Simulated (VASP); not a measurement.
Runs of VASP 6.6.1 on Sb. The structure is that of space group Pm-3m (No. 221), or close to it. The cells are those of the table. This isn't the form of Sb at room conditions, which is rhombohedral.

```tsv
cell	k mesh	gap on the mesh (eV)	pressure (GPa)
a = 5.227, b = 5.227, c = 5.201 Å, 1 atom	4 × 4 × 4	none	-1.5
a = 5.281, b = 5.281, c = 5.411 Å, 1 atom	8 × 8 × 8	none	-1.4
a = 5.266, b = 5.266, c = 5.241 Å, 1 atom	4 × 4 × 4	none	-1.4
a = 5.227, b = 5.227, c = 5.201 Å, 1 atom	8 × 8 × 8	none	-1.7
a = 5.266, b = 5.266, c = 5.241 Å, 1 atom	8 × 8 × 8	none	(a)
```

Alike in all rows: task single point; level PBEsol; potentials or basis VASP PAW PBE potentials, release 64 (Sb); no spin polarisation; cutoff (eV) 500; smearing gaussian 0.1 eV.

Problem. Fill in the values left out.

Solution. (a) -1.6.

Caveats: the PAW data sets were made with another functional, which shifts forces and pressure a little; spin-orbit coupling is left out, which moves the levels of the heavy elements.

A k mesh can miss the band edges, and the runs leave out spin-orbit coupling on Sb.

A gap of «none» marks levels without a gap at the run's occupations.
